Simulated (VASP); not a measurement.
# Ti4C in VASP: single point with PBE

Aim: the single point of Ti4C with PBE.

All numbers are computed with VASP 6.6.1; they aren't measurements. Logs are shortened: lines on timing, memory, paths and dates and some standing lists are left out, and cuts for length are marked.

**1. The cell of the first run**

The cell holds a slab with vacuum, 5 atoms: a = 2.908 Å, b = 4.112 Å, c = 19.654 Å, α = 90.00°, β = 90.00°, γ = 90.00°.

**2. Single point, PBE**

File INCAR:

```
PREC = Accurate
ENCUT = 520
EDIFF = 1E-6
ISMEAR = 0
SIGMA = 0.1
LREAL = F
LASPH = T
NELM = 60
ALGO = Normal
ISIF = 2
LWAVE = F
LCHARG = F
LDIPOL = T
IDIPOL = 3
DIPOL = 0.5 0.5 0.343
GGA = PE
NBANDS = 34
```

File KPOINTS:

```
regular mesh
0
Gamma
  9 7 1
```

File POSCAR:

```
Ti4C
1.0
    2.9076478547      0.0000000000      0.0000000000
    0.0000000000      4.1120350307      0.0000000000
    0.0000000000      0.0000000000     19.6538060989
Ti C
4 1
Direct
    0.5000000000      0.5000000000      0.2035229197
    0.0000000000      0.0000000000      0.2774945423
    0.5000000000      0.5000000000      0.3439527020
    0.0000000000      0.0000000000      0.4148716059
    0.3333333333      0.2000000000      0.4733569454
```

Potentials or basis: VASP PAW PBE potentials, release 64 (Ti_sv, C).

Command:

```sh
$ cat potpaw_PBE.64/Ti_sv/POTCAR potpaw_PBE.64/C/POTCAR > POTCAR
$ mpirun -np 1 vasp_std > vasp.out
```

OUTCAR:

```text
PREC = Accurate
   ENCUT = 520
   EDIFF = 1E-6
   ISMEAR = 0
   LREAL = F
   LASPH = T
   NELM = 60
   ISIF = 2
   GGA = PE

 ion  position               nearest neighbor table
   1  0.500  0.500  0.204-   3 2.76   2 2.91   2 2.91   2 2.91   2 2.91
   2  0.000  0.000  0.277-   4 2.70   3 2.84   3 2.84   3 2.84   3 2.84   1 2.91   1 2.91   1 2.91
                             1 2.91
   3  0.500  0.500  0.344-   1 2.76   2 2.84   2 2.84   2 2.84   2 2.84   4 2.88   4 2.88   4 2.88
                             4 2.88
   4  0.000  0.000  0.415-   5 1.71   5 2.40   2 2.70   3 2.88   3 2.88   3 2.88   3 2.88
   5  0.333  0.200  0.473-   4 1.71   4 2.40

  LATTYP: Found a simple orthorhombic cell.
 ALAT       =     2.9076478547
 B/A-ratio  =     1.4142135624
 C/A-ratio  =     6.7593488211

  Lattice vectors:

 A1 = (   2.9076478547,   0.0000000000,   0.0000000000)
 A2 = (   0.0000000000,   4.1120350307,   0.0000000000)
 A3 = (   0.0000000000,   0.0000000000,  19.6538060989)

Analysis of symmetry for initial positions (statically):
=====================================================================
 Subroutine PRICEL returns:
 Original cell was already a primitive cell.

 Routine SETGRP: Setting up the symmetry group for a
 simple orthorhombic supercell.

 Subroutine GETGRP returns: Found  1 space group operations
 (whereof  1 operations were pure point group operations)
 out of a pool of  8 trial point group operations.

The static configuration has the point symmetry C_1 .

Analysis of symmetry for dynamics (positions and initial velocities):
=====================================================================
 Subroutine PRICEL returns:
 Original cell was already a primitive cell.

 Routine SETGRP: Setting up the symmetry group for a
 simple orthorhombic supercell.

 Subroutine GETGRP returns: Found  1 space group operations
 (whereof  1 operations were pure point group operations)
 out of a pool of  8 trial point group operations.

The dynamic configuration has the point symmetry C_1 .

 Subroutine INISYM returns: Found  1 space group operations
 (whereof  1 operations are pure point group operations),
 and found     1 'primitive' translations

----------------------------------------------------------------------------------------

                                     Primitive cell

  volume of cell :     234.9878

  direct lattice vectors                    reciprocal lattice vectors
     2.907647855  0.000000000  0.000000000     0.343920602  0.000000000  0.000000000
     0.000000000  4.112035031  0.000000000     0.000000000  0.243188590  0.000000000
     0.000000000  0.000000000 19.653806099     0.000000000  0.000000000  0.050880730

  length of vectors
     2.907647855  4.112035031 19.653806099     0.343920602  0.243188590  0.050880730

  position of ions in fractional coordinates (direct lattice)
     0.500000000  0.500000000  0.203522920
     0.000000000  0.000000000  0.277494542
     0.500000000  0.500000000  0.343952702
     0.000000000  0.000000000  0.414871606
     0.333333333  0.200000000  0.473356945

  ion indices of the primitive-cell ions
   primitive index   ion index
                 1           1
                 2           2
                 3           3
                 4           4
                 5           5

----------------------------------------------------------------------------------------

 KPOINTS: regular mesh

Automatic generation of k-mesh.
 Grid dimensions read from file:
 generate k-points for:    9    7    1

 Generating k-lattice:

  Cartesian coordinates                     Fractional coordinates (reciprocal lattice)
     0.038213400  0.000000000  0.000000000     0.111111111  0.000000000  0.000000000
     0.000000000  0.034741227  0.000000000     0.000000000  0.142857143  0.000000000
     0.000000000  0.000000000  0.050880730     0.000000000  0.000000000  1.000000000

  Length of vectors
     0.038213400  0.034741227  0.050880730

  Shift w.r.t. Gamma in fractional coordinates (k-lattice)
     0.000000000  0.000000000  0.000000000

 Subroutine IBZKPT returns following result:
 ===========================================

 Found     32 irreducible k-points:

 Following reciprocal coordinates:
            Coordinates               Weight
  0.000000  0.000000  0.000000      1.000000
  0.111111  0.000000  0.000000      2.000000
  0.222222  0.000000  0.000000      2.000000
  0.333333  0.000000  0.000000      2.000000
  0.444444  0.000000  0.000000      2.000000
  0.000000  0.142857  0.000000      2.000000
[... 16 lines left out ...]
  0.444444 -0.285714  0.000000      2.000000
  0.000000  0.428571  0.000000      2.000000
 [... further k-points ...]
   k-points           NKPTS =     32   k-points in BZ     NKDIM =     32   number of bands    NBANDS=     34
   number of dos      NEDOS =    301   number of ions     NIONS =      5
   total plane-waves  NPLWV = 115200
   dimension x,y,z NGX =    24 NGY =   32 NGZ =  150
   dimension x,y,z NGXF=    48 NGYF=   64 NGZF=  300
   ions per type =               4   1
   NGX,Y,Z   is equivalent  to a cutoff of  13.72, 12.94, 12.69 a.u.
   NGXF,Y,Z  is equivalent  to a cutoff of  27.44, 25.87, 25.38 a.u.
 SYSTEM =  unknown system
   PREC   = accura    normal or accurate (medium, high low for compatibility)
   ISTART =      0    job   : 0-new  1-cont  2-samecut
   ICHARG =      2    charge: 1-file 2-atom 10-const
   ISPIN  =      1    spin polarized calculation?
   LNONCOLLINEAR =      F non collinear calculations
   LSORBIT =      F    spin-orbit coupling
   LASPH  =      T    aspherical Exc in radial PAW
   ENCUT  =  520.0 eV  38.22 Ry    6.18 a.u.   5.41  7.65 36.54*2*pi/ulx,y,z
   NELM   =     60;   NELMIN=  2; NELMDL= -5     # of ELM steps
   EDIFF  = 0.1E-05   stopping-criterion for ELM
   LREAL  =      F    real-space projection
   EDIFFG = 0.1E-04   stopping-criterion for IOM
   NSW    =      0    number of steps for IOM
   IBRION =     -1    ionic relax: 0-MD 1-quasi-New 2-CG
   NFREE  =      0    steps in history (QN), initial steepest desc. (CG)
   ISIF   =      2    stress and relaxation
   ISYM   =      2    0-nonsym 1-usesym 2-fastsym
   POTIM  = 0.5000    time-step for ionic-motion
   TEBEG  =    0.0;   TEEND  =   0.0 temperature during run
   PSTRESS=    0.0 pullay stress
   NELECT =      52.0000    total number of electrons
   NUPDOWN=      -1.0000    fix difference up-down
   EMIN   =  10.00;   EMAX   =-10.00  energy-range for DOS
   EFERMI =   0.00;   METHOD = LEGACY
   ISMEAR =     0;   SIGMA  =   0.10  broadening in eV -4-tet -1-fermi 0-gaus
   EFERMI_NEDOS =   21; number of points for ismear=-14 and -15
   IALGO  =     38    algorithm
   IMIX   =      4    mixing-type and parameters
     AMIX     =   0.40;   BMIX     =  1.00
     AMIX_MAG =   1.60;   BMIX_MAG =  1.00
  volume/ion in A,a.u.               =      47.00       317.16
  Fermi-wavevector in a.u.,A,eV,Ry     =   0.990210  1.871226 13.340741  0.980517
  Thomas-Fermi vector in A             =   2.121865
   LORBIT       =      0    0 simple, 1 ext, 2 COOP (PROOUT), +10 PAW based schemes
   GGA     = PE    functional components
   LHFCALC =     F    Hartree Fock is set to
   AEXX    =    0.0000 exact exchange contribution
   IVDW    =     0    specifies the selected vdW correction
   LEPSILON=     F    determine dielectric tensor
   LRPA    =     F    only Hartree local field effects (RPA)
 non-spin polarized calculation
 Gauss-broadening in eV      SIGMA  =   0.10
  energy-cutoff  :      520.00
  volume of cell :      234.99
 maximum number of plane-waves:      6369
 NGX is ok and might be reduce to    24
   NGX = 11   NGY = 15   NGZ = 73

 number of electron      52.0000013 magnetization

 dipolmoment           0.000000      0.000000      0.202971 electrons x Angstroem

 Free energy of the ion-electron system (eV)
  ---------------------------------------------------
  ext. energy  EPLUGINS =         0.00000000
  ---------------------------------------------------
  free energy    TOTEN  =       -34.66606220 eV

  energy without entropy =      -34.63529887  energy(sigma->0) =      -34.65068053

 E-fermi :  -0.6172     XC(G=0):  -4.7666

 val. band max:       -0.6213772080   @ k =   0.0000   0.2857   0.0000
 cond. band min:      -0.5929151666   @ k =   0.3333   0.1429   0.0000
 fundamental gap:      0.0284620414
 Fermi energy:        -0.6172213946

 k-point     1 :       0.0000    0.0000    0.0000
  band No.  band energies     occupation
      1     -57.6116      2.00000
      2     -57.3119      2.00000
      3     -57.1870      2.00000
      4     -56.6383      2.00000
      5     -34.0270      2.00000
      6     -33.9422      2.00000
[... 26 lines left out ...]
     33       1.1043      0.00000
     34       1.3826      0.00000

 k-point     2 :       0.1111    0.0000    0.0000
  band No.  band energies     occupation
      1     -57.6064      2.00000
      2     -57.3045      2.00000
      3     -57.1852      2.00000
      4     -56.6336      2.00000
      5     -34.0244      2.00000
      6     -33.9293      2.00000
[... 26 lines left out ...]
     33       1.3078      0.00000
     34       1.3691      0.00000

 k-point     3 :       0.2222    0.0000    0.0000
  band No.  band energies     occupation
      1     -57.5933      2.00000
      2     -57.2850      2.00000
      3     -57.1816      2.00000
      4     -56.6215      2.00000
      5     -34.0195      2.00000
      6     -33.8967      2.00000
[... 26 lines left out ...]
     33       1.2188      0.00000
     34       1.3244      0.00000

 k-point     4 :       0.3333    0.0000    0.0000
  band No.  band energies     occupation
      1     -57.5783      2.00000
      2     -57.2607      2.00000
      3     -57.1794      2.00000
      4     -56.6076      2.00000
      5     -34.0181      2.00000
      6     -33.8607      2.00000
[... 26 lines left out ...]
     33       1.3070      0.00000
     34       1.6123      0.00000

 k-point     5 :       0.4444    0.0000    0.0000
  band No.  band energies     occupation
      1     -57.5685      2.00000
      2     -57.2426      2.00000
      3     -57.1802      2.00000
      4     -56.5986      2.00000
      5     -34.0208      2.00000
      6     -33.9122      2.00000
[... 621 lines left out ...]
 k-point    22 :       0.4444    0.2857    0.0000
  band No.  band energies     occupation
      1     -57.5682      2.00000
      2     -57.2414      2.00000
      3     -57.1809      2.00000
      4     -56.5984      2.00000
      5     -34.0046      2.00000
      6     -33.9274      2.00000
[... 26 lines left out ...]
     33       1.1666      0.00000
     34       1.5545      0.00000

 k-point    23 :       0.4444   -0.2857    0.0000
  band No.  band energies     occupation
      1     -57.5682      2.00000
      2     -57.2414      2.00000
      3     -57.1809      2.00000
      4     -56.5984      2.00000
      5     -34.0039      2.00000
      6     -33.9273      2.00000
[... 26 lines left out ...]
     33       1.1617      0.00000
     34       1.6421      0.00000

 k-point    24 :       0.0000    0.4286    0.0000
  band No.  band energies     occupation
      1     -57.6069      2.00000
      2     -57.2824      2.00000
      3     -57.2181      2.00000
      4     -56.6410      2.00000
      5     -34.0765      2.00000
      6     -33.9293      2.00000
[... 26 lines left out ...]
     33       0.9676      0.00000
     34       1.2165      0.00000

 [... further k-points ...]

------------------------ aborting loop because EDIFF is reached ----------------------------------------

 vacuum level on the upper side and lower side of the slab       (xc-potential included)         1.485        -1.586

  FORCE on cell =-STRESS in cart. coord.  units (eV):
  Direction    XX          YY          ZZ          XY          YZ          ZX
  --------------------------------------------------------------------------------------
  -------------------------------------------------------------------------------------
  Total        2.1638991     -1.9962214      0.5852508      1.6450953      2.7592165      3.5255884
  in kB       14.7537463    -13.6104981      3.9903161     11.2164742     18.8126981     24.0379212
  external PRESSURE =       1.7111881 kB  Pullay stress =       0.0000000 kB

 VOLUME and BASIS-vectors are now :
 -----------------------------------------------------------------------------
  energy-cutoff  :      520.00
  volume of cell :      234.99
      direct lattice vectors                 reciprocal lattice vectors
     2.907647855  0.000000000  0.000000000     0.343920602  0.000000000  0.000000000
     0.000000000  4.112035031  0.000000000     0.000000000  0.243188590  0.000000000
     0.000000000  0.000000000 19.653806099     0.000000000  0.000000000  0.050880730

 POSITION                                       TOTAL-FORCE (eV/Angst)
 -----------------------------------------------------------------------------------
      1.45382      2.05602      4.00000        -0.005400     -0.052221      0.317495
      0.00000      0.00000      5.45382        -0.188441      0.097877     -0.616179
      1.45382      2.05602      6.75998         0.117549     -0.539912     -0.123806
      0.00000      0.00000      8.15381        -2.671526     -1.292956      0.354965
      0.96922      0.82241      9.30327         2.747817      1.787213      0.067526
 -----------------------------------------------------------------------------------
    total drift:                               -0.000018     -0.000010      0.001298

  FREE ENERGIE OF THE ION-ELECTRON SYSTEM (eV)
  ---------------------------------------------------
  free  energy   TOTEN  =       -34.6660621950 eV

  energy  without entropy=      -34.6352988726  energy(sigma->0) =      -34.65068053

 vacuum level on the upper side and lower side of the slab         5.689         2.531
```

Wall time 12 min (1 thread of AMD EPYC 7R43 (Zen 3), shared host); peak memory 0.4 GiB.

Results:

* Free energy: -34.6661 eV
* Largest force: 3.279 eV/Å
* Band gap on the k mesh: zero (bands 26 and 27 overlap by 0.19 eV)

Forces in eV/Å, atoms in the order of the input:
```
Ti  -0.005 -0.052  0.317
Ti  -0.188  0.098 -0.616
Ti   0.118 -0.540 -0.124
Ti  -2.672 -1.293  0.355
C    2.748  1.787  0.068
```

The gap in the log of VASP goes by the Fermi energy; the results here count the filled bands.